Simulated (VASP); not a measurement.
# GaAs (F-43m) in VASP: settings compared, part 2 of 2

VASP 6.6.1. The steps go on from the part before.

## Step 3: Single point, PBE+U

INCAR reads:

```
SYSTEM = GaAs
PREC     = Accurate       ! precision mode
ENCUT    = 500            ! plane-wave cutoff, eV
EDIFF    = 1E-6           ! SCF threshold, eV
ISMEAR   = -5             ! smearing method
SIGMA    = 0.1            ! smearing width, eV
LREAL    = .False.        ! projectors in reciprocal space
LASPH    = .True.         ! aspherical terms in the spheres
NELM     = 200            ! most SCF steps
ALGO     = Normal         ! electronic algorithm
ISIF     = 2              ! what is computed and relaxed
LWAVE    = .False.        ! write WAVECAR
LCHARG   = .False.        ! write CHGCAR
LDAU     = .True.         ! DFT+U
LDAUTYPE = 2            
LDAUL    = 2 -1           ! shell
LDAUU    = 5 0            ! U, eV
LDAUJ    = 0 0          
LDAUPRINT= 1            
GGA      = PE             ! functional
NBANDS   = 16             ! bands
GGA_COMPAT= .False.
```

KPOINTS reads:

```
Automatic mesh
0
Gamma
  4 4 4
  0 0 0
```

POSCAR reads:

```
GaAs
1.0
    0.0000000000      2.8750910496      2.8750910496
    2.8750910496      0.0000000000      2.8750910496
    2.8750910496      2.8750910496      0.0000000000
Ga As
1 1
Direct
    0.0000000000      0.0000000000      0.0000000000
    0.2500000000      0.2500000000      0.2500000000
```

Potentials or basis: VASP PAW PBE potentials, release 64 (Ga_d, As).

Run with:

```
$ cat potpaw_PBE.64/Ga_d/POTCAR potpaw_PBE.64/As/POTCAR > POTCAR
$ mpirun -np 1 vasp_std > vasp.out
```

OUTCAR:

```text
SYSTEM = GaAs
   PREC = Accurate
   ENCUT = 500
   EDIFF = 1E-6
   ISMEAR = -5
   LREAL = .False.
   LASPH = .True.
   NELM = 200
   ISIF = 2
   GGA = PE

 ion  position               nearest neighbor table
   1  0.000  0.000  0.000-   2 2.49   2 2.49   2 2.49   2 2.49
   2  0.250  0.250  0.250-   1 2.49   1 2.49   1 2.49   1 2.49

  LATTYP: Found a face centered cubic cell.
 ALAT       =     5.7501820992

  Lattice vectors:

 A1 = (   0.0000000000,   2.8750910496,   2.8750910496)
 A2 = (   2.8750910496,   0.0000000000,   2.8750910496)
 A3 = (   2.8750910496,   2.8750910496,   0.0000000000)

Analysis of symmetry for initial positions (statically):
=====================================================================
 Subroutine PRICEL returns:
 Original cell was already a primitive cell.

 Routine SETGRP: Setting up the symmetry group for a
 face centered cubic supercell.

 Subroutine GETGRP returns: Found 24 space group operations
 (whereof 24 operations were pure point group operations)
 out of a pool of 48 trial point group operations.

The static configuration has the point symmetry T_d .

Analysis of symmetry for dynamics (positions and initial velocities):
=====================================================================
 Subroutine PRICEL returns:
 Original cell was already a primitive cell.

 Routine SETGRP: Setting up the symmetry group for a
 face centered cubic supercell.

 Subroutine GETGRP returns: Found 24 space group operations
 (whereof 24 operations were pure point group operations)
 out of a pool of 48 trial point group operations.

The dynamic configuration has the point symmetry T_d .

 Subroutine INISYM returns: Found 24 space group operations
 (whereof 24 operations are pure point group operations),
 and found     1 'primitive' translations

----------------------------------------------------------------------------------------

                                     Primitive cell

  volume of cell :      47.5319

  direct lattice vectors                    reciprocal lattice vectors
     0.000000000  2.875091050  2.875091050    -0.173907536  0.173907536  0.173907536
     2.875091050  0.000000000  2.875091050     0.173907536 -0.173907536  0.173907536
     2.875091050  2.875091050  0.000000000     0.173907536  0.173907536 -0.173907536

  length of vectors
     4.065992755  4.065992755  4.065992755     0.301216688  0.301216688  0.301216688

  position of ions in fractional coordinates (direct lattice)
     0.000000000  0.000000000  0.000000000
     0.250000000  0.250000000  0.250000000

  ion indices of the primitive-cell ions
   primitive index   ion index
                 1           1
                 2           2

[... 72 lines left out ...]
   EFERMI_NEDOS =   21; number of points for ismear=-14 and -15
   IALGO  =     38    algorithm
   IMIX   =      4    mixing-type and parameters
     AMIX     =   0.40;   BMIX     =  1.00
     AMIX_MAG =   1.60;   BMIX_MAG =  1.00
  volume/ion in A,a.u.               =      23.77       160.38
  Fermi-wavevector in a.u.,A,eV,Ry     =   1.184415  2.238221 19.086796  1.402840
  Thomas-Fermi vector in A             =   2.320630
   LORBIT       =      0    0 simple, 1 ext, 2 COOP (PROOUT), +10 PAW based schemes
 LDA+U is selected, type is set to LDAUTYPE =  2
   angular momentum for each species LDAUL =     2   -1
   U (eV)           for each species LDAUU =   5.0  0.0
   J (eV)           for each species LDAUJ =   0.0  0.0
   GGA     = PE    functional components
   LHFCALC =     F    Hartree Fock is set to
   AEXX    =    0.0000 exact exchange contribution
   IVDW    =     0    specifies the selected vdW correction
   LEPSILON=     F    determine dielectric tensor
   LRPA    =     F    only Hartree local field effects (RPA)
 non-spin polarized calculation
 Fermi weights with tetrahedron method with Bloechl corrections
  energy-cutoff  :      500.00
  volume of cell :       47.53
 maximum number of plane-waves:      1243
 NGX is ok and might be reduce to    30
   NGX = 15   NGY = 15   NGZ = 15

atom =   1  type =  1  l = 2

 onsite density matrix

spin component  1

  1.0089 -0.0000 -0.0000 -0.0000 -0.0000
 -0.0000  1.0089  0.0000 -0.0000 -0.0000
 -0.0000  0.0000  0.9969 -0.0000 -0.0000
 -0.0000 -0.0000 -0.0000  1.0089  0.0000
 -0.0000 -0.0000 -0.0000  0.0000  0.9969

spin component  2

  1.0089 -0.0000 -0.0000 -0.0000 -0.0000
 -0.0000  1.0089  0.0000 -0.0000 -0.0000
 -0.0000  0.0000  0.9969 -0.0000 -0.0000
 -0.0000 -0.0000 -0.0000  1.0089  0.0000
 -0.0000 -0.0000 -0.0000  0.0000  0.9969

 occupancies and eigenvectors

  o =  0.9969  v =  0.0000  0.0000 -0.9887  0.0000 -0.1501  0.0000  0.0000  0.0000  0.0000  0.0000      0.0000  0.0000  0.0000  0.0000  0.0000  0.0000  0.0000  0.0000  0.0000  0.0000
  o =  0.9969  v =  0.0000  0.0000  0.0000  0.0000  0.0000  0.0000  0.0000 -0.9887  0.0000 -0.1501      0.0000  0.0000  0.0000  0.0000  0.0000  0.0000  0.0000  0.0000  0.0000  0.0000
  o =  0.9969  v =  0.0000  0.0000  0.1501 -0.0000 -0.9887  0.0000  0.0000  0.0000  0.0000  0.0000      0.0000  0.0000  0.0000  0.0000  0.0000  0.0000  0.0000  0.0000  0.0000  0.0000
  o =  0.9969  v =  0.0000  0.0000  0.0000  0.0000  0.0000  0.0000  0.0000  0.1501 -0.0000 -0.9887      0.0000  0.0000  0.0000  0.0000  0.0000  0.0000  0.0000  0.0000  0.0000  0.0000
  o =  1.0089  v =  1.0000  0.0000  0.0000  0.0000  0.0000  0.0000  0.0000  0.0000  0.0000  0.0000      0.0000  0.0000  0.0000  0.0000  0.0000  0.0000  0.0000  0.0000  0.0000  0.0000
  o =  1.0089  v =  0.0000  0.0000  0.0000  0.0000  0.0000  1.0000  0.0000  0.0000  0.0000  0.0000      0.0000  0.0000  0.0000  0.0000  0.0000  0.0000  0.0000  0.0000  0.0000  0.0000
  o =  1.0089  v =  0.0000  0.0000  0.0000  0.0000  0.0000  0.0000 -0.9919 -0.0000 -0.1268 -0.0000      0.0000  0.0000  0.0000  0.0000  0.0000  0.0000  0.0000  0.0000  0.0000  0.0000
  o =  1.0089  v =  0.0000 -0.9919 -0.0000 -0.1268 -0.0000  0.0000  0.0000  0.0000  0.0000  0.0000      0.0000  0.0000  0.0000  0.0000  0.0000  0.0000  0.0000  0.0000  0.0000  0.0000
  o =  1.0089  v =  0.0000  0.0000  0.0000  0.0000  0.0000  0.0000 -0.1268  0.0000  0.9919 -0.0000      0.0000  0.0000  0.0000  0.0000  0.0000  0.0000  0.0000  0.0000  0.0000  0.0000
  o =  1.0089  v =  0.0000 -0.1268  0.0000  0.9919 -0.0000  0.0000  0.0000  0.0000  0.0000  0.0000      0.0000  0.0000  0.0000  0.0000  0.0000  0.0000  0.0000  0.0000  0.0000  0.0000

 number of electron      17.9999988 magnetization

 Free energy of the ion-electron system (eV)
  ---------------------------------------------------
  ext. energy  EPLUGINS =         0.00000000
  ---------------------------------------------------
  free energy    TOTEN  =        -8.14699165 eV

  energy without entropy =       -8.14699165  energy(sigma->0) =       -8.14699165

 E-fermi :   3.4250     XC(G=0):  -9.3276

 val. band max:        3.3745088487   @ k =   0.0000   0.0000   0.0000
 cond. band min:       3.6731061115   @ k =   0.0000   0.0000   0.0000
 fundamental gap:      0.2985972628
 Fermi energy:         3.4249755018

 k-point     1 :       0.0000    0.0000    0.0000
  band No.  band energies     occupation
      1     -13.6927      2.00000
      2     -13.6927      2.00000
      3     -13.6927      2.00000
      4     -13.5791      2.00000
      5     -13.5791      2.00000
      6      -8.8404      2.00000
[... 129 lines left out ...]
      3     -13.6624      2.00000
      4     -13.5868      2.00000
      5     -13.5758      2.00000
      6      -6.5824      2.00000
[... 8 lines left out ...]
     15      15.2146      0.00000
     16      16.1328      0.00000

------------------------ aborting loop because EDIFF is reached ----------------------------------------

  FORCE on cell =-STRESS in cart. coord.  units (eV):
  Direction    XX          YY          ZZ          XY          YZ          ZX
  --------------------------------------------------------------------------------------
  -------------------------------------------------------------------------------------
  Total       -0.4789925     -0.4789925     -0.4789925      0.0000000     -0.0000000      0.0000000
  in kB      -16.1456100    -16.1456100    -16.1456100      0.0000000     -0.0000000      0.0000000
  external PRESSURE =     -16.1456100 kB  Pullay stress =       0.0000000 kB

 VOLUME and BASIS-vectors are now :
 -----------------------------------------------------------------------------
  energy-cutoff  :      500.00
  volume of cell :       47.53
      direct lattice vectors                 reciprocal lattice vectors
     0.000000000  2.875091050  2.875091050    -0.173907536  0.173907536  0.173907536
     2.875091050  0.000000000  2.875091050     0.173907536 -0.173907536  0.173907536
     2.875091050  2.875091050  0.000000000     0.173907536  0.173907536 -0.173907536

 POSITION                                       TOTAL-FORCE (eV/Angst)
 -----------------------------------------------------------------------------------
      0.00000      0.00000      0.00000         0.000000      0.000000      0.000000
      1.43755      1.43755      1.43755        -0.000000     -0.000000     -0.000000
 -----------------------------------------------------------------------------------
    total drift:                                0.000000      0.000000      0.000000

  FREE ENERGIE OF THE ION-ELECTRON SYSTEM (eV)
  ---------------------------------------------------
  free  energy   TOTEN  =        -8.1469916547 eV

  energy  without entropy=       -8.1469916547  energy(sigma->0) =       -8.14699165
```

Run time: 5.9 s. Hardware: 1 thread of Intel Xeon 6975P-C (Granite Rapids), shared host; peak memory 0.16 GiB.

What came out:

```
Free energy            : -8.1470 eV
Pressure               : -1.6 GPa
Band gap on the k mesh : 0.30 eV, direct
```

Levels at points of the mesh, in eV from the valence-band top:
| k point | band 6 | band 7 | band 8 | band 9 | band 10 | band 11 | band 12 | band 13 |
| --- | --- | --- | --- | --- | --- | --- | --- | --- |
| (0.00, 0.00, 0.00) | -12.21 | 0.00 | 0.00 | 0.00 | 0.30 | 3.82 | 3.82 | 3.82 |
| (0.50, 0.00, 0.00) | -10.66 | -6.24 | -0.99 | -0.99 | 0.96 | 4.60 | 4.60 | 7.73 |
| (0.50, 0.50, 0.00) | -10.00 | -6.46 | -2.38 | -2.38 | 1.56 | 1.69 | 9.82 | 9.82 |

Eigenvalues of the final occupation matrices:
| site | spin | trace | eigenvalues |
| --- | --- | --- | --- |
| site 1 d | 1 | 5.02 | 1.00 1.00 1.01 1.01 1.01 |
| site 1 d | 2 | 5.02 | 1.00 1.00 1.01 1.01 1.01 |

Caveat: the k points lie up to 0.47 Å⁻¹ apart; the U is typed as a test and isn't derived for this compound.

## Step 4: Single point, r2SCAN

POSCAR is that of step 3.

INCAR.step1 reads:

```
SYSTEM = GaAs
  ALGO = Normal
  EDIFF = 1E-5
  ENCUT = 550
  GGA = PE
  GGA_COMPAT = .FALSE.
  ISMEAR = 0
  LASPH = .TRUE.
  LCHARG = .FALSE.
  LREAL = .FALSE.
  LWAVE = .TRUE.
  NBANDS = 16
  NELM = 120
  PREC = Accurate
  SIGMA = 0.01
```

INCAR.step2 reads:

```
SYSTEM = GaAs
  ALGO = Normal
  EDIFF = 1E-6
  ENCUT = 550
  GGA_COMPAT = .FALSE.
  ISIF = 2
  ISMEAR = 0
  ISTART = 1
  LASPH = .TRUE.
  LCHARG = .FALSE.
  LMIXTAU = .TRUE.
  LREAL = .FALSE.
  LWAVE = .FALSE.
  METAGGA = R2SCAN
  NBANDS = 16
  NELM = 120
  PREC = Accurate
  SIGMA = 0.01
```

KPOINTS reads:

```
k-points
0
G
  4 4 4
  0 0 0
```

Run with:

```
$ cat potpaw_PBE.64/Ga_d/POTCAR potpaw_PBE.64/As/POTCAR > POTCAR
$ cp INCAR.step1 INCAR
$ mpirun -np 1 vasp_std > vasp.out
$ cp INCAR.step2 INCAR
$ mpirun -np 1 vasp_std > vasp.out
```

Wall time 19 s (1 thread of Intel Xeon 6975P-C (Granite Rapids), shared host); peak memory 0.18 GiB.

It converged, with:

```yaml
Free_energy: -26.8797 eV
Pressure: -2.6 GPa
Band_gap_on_the_k_mesh: 0.59 eV, direct
```

Levels at points of the mesh, in eV from the valence-band top:
```tsv
k point	band 7	band 8	band 9	band 10	band 11	band 12
(0.00, 0.00, 0.00)	0.00	0.00	0.00	0.59	4.00	4.00
(0.50, 0.00, 0.00)	-6.55	-1.11	-1.11	1.19	4.94	4.94
(0.50, 0.50, 0.00)	-6.77	-2.60	-2.60	1.82	1.94	10.43
```

Caveat: the k points lie up to 0.47 Å⁻¹ apart; the PAW data sets were made with another functional, which shifts forces and pressure a little. r2SCAN opens gaps a little over a GGA but as a rule still falls short of measured ones.

## Step 5: Single point, PBE+D3(BJ), collinear spin, zero start

INCAR reads:

```
SYSTEM = GaAs
  PREC = Accurate
  ENCUT = 500
  EDIFF = 1E-6
  ISMEAR = 0
  SIGMA = 0.1
  LREAL = .False.
  LASPH = .True.
  NELM = 200
  ALGO = Normal
  ISIF = 2
  LWAVE = .False.
  LCHARG = .True.
  ISPIN = 2
  MAGMOM = 0 0
  LORBIT = 11
  GGA = PE
  IVDW = 12
  LELF = .True.
  LVHAR = .True.
  NBANDS = 20
  GGA_COMPAT = .False.
```

KPOINTS reads:

```
Automatic mesh
0
Gamma
  4 4 4
  0 0 0
```

POSCAR is that of step 4.

Run with:

```
$ cat potpaw_PBE.64/Ga_d/POTCAR potpaw_PBE.64/As/POTCAR > POTCAR
$ mpirun -np 1 vasp_std > vasp.out
```

Wall time 11 s (1 thread of Intel Xeon 6975P-C (Granite Rapids), shared host); peak memory 0.19 GiB.

It converged, with:

```
Free energy                                           : -8.7163 eV
Pressure                                              : -1.9 GPa
Band gap on the k mesh                                : 0.13 eV, direct
Net moment                                            : 0.00 μB per cell
Valence electrons inside the program's atomic spheres : Ga 11.62; As 2.82
Dispersion energy per atom                            : -0.307 eV
```

Levels at points of the mesh, in eV from the valence-band top:
Spin up:
```tsv
k point	band 6	band 7	band 8	band 9	band 10	band 11	band 12	band 13
(0.00, 0.00, 0.00)	-12.37	0.00	0.00	0.00	0.13	3.68	3.68	3.68
(0.50, 0.00, 0.00)	-10.76	-6.39	-1.07	-1.07	0.84	4.59	4.59	7.68
(0.50, 0.50, 0.00)	-10.07	-6.62	-2.52	-2.52	1.53	1.66	9.75	9.75
```
Spin down:
```tsv
k point	band 5	band 6	band 7	band 8	band 9	band 10	band 11	band 12	band 13	band 14
(0.00, 0.00, 0.00)	-14.71	-12.37	0.00	0.00	0.00	0.13	3.68	3.68	3.68	7.43
(0.50, 0.00, 0.00)	-14.71	-10.76	-6.39	-1.07	-1.07	0.84	4.59	4.59	7.68	10.03
(0.50, 0.50, 0.00)	-14.70	-10.07	-6.62	-2.52	-2.52	1.53	1.66	9.75	9.75	10.54
```

Caveat: the k points lie up to 0.47 Å⁻¹ apart.

## Step 6: Overview

```csv
level,spin,U,cutoff (eV),smearing,gap on the mesh (eV),pressure (GPa)
PBE+U,off,Ga d U = 5.0 eV,500,tetrahedron,0.30,-1.6
r2SCAN,off,-,550,gaussian 0.01 eV,0.59,-2.6
PBE+D3(BJ),"collinear, zero start",-,500,gaussian 0.1 eV,0.13,-1.9
```

Alike in all rows: task single point; potentials or basis VASP PAW PBE potentials, release 64 (Ga_d, As); cell as given; k mesh 4 × 4 × 4.

Caveats: all runs use coarse meshes; the U is typed as a test and isn't derived for this compound (some runs); the PAW data sets were made with another functional, which shifts forces and pressure a little (some runs).

Absolute energies hang on the potentials; compare differences alone.
